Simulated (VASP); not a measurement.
The system is Si.

```xyz
4
Lattice="-3.3907 3.3907 1.9601 3.3907 -3.3907 1.9601 3.3907 3.3907 -1.9601" Properties=species:S:1:pos:R:3 pbc="T T T"
Si   -2.1782    2.1782    1.9601
Si    2.1782   -2.1782    1.9601
Si    2.1782    2.1782    1.9601
Si    1.2125    1.2125    0.0000
```

Base run:

| Quantity | Value |
| --- | --- |
| Program | VASP 6.6.1 |
| Functional | r2SCAN |
| Potentials or basis | VASP PAW PBE potentials, release 64 (Si) |
| Cutoff | 520 eV |
| k mesh | 8 × 8 × 8 |
| Occupations | fermi-dirac, width 0.05 eV |
| Spin | no spin polarisation |

Its results: band gap on the k mesh 0.48 eV (least direct gap 0.64 eV); pressure -4.7 GPa; largest force 0.077 eV/Å.

The run is repeated on the same cell with these changes: functional from r2SCAN to LDA; potentials or basis from VASP PAW PBE potentials, release 64 (Si) to VASP PAW LDA potentials, release 64 (Si). What comes out?

Band gap on the k mesh 0.15 eV (least direct gap 0.33 eV); pressure -6.0 GPa; largest force 0.096 eV/Å.

Caveats: the cell stands under tension; the PAW data sets were made with another functional, which shifts forces and pressure a little (at least some runs).

A k mesh can miss the band edges.
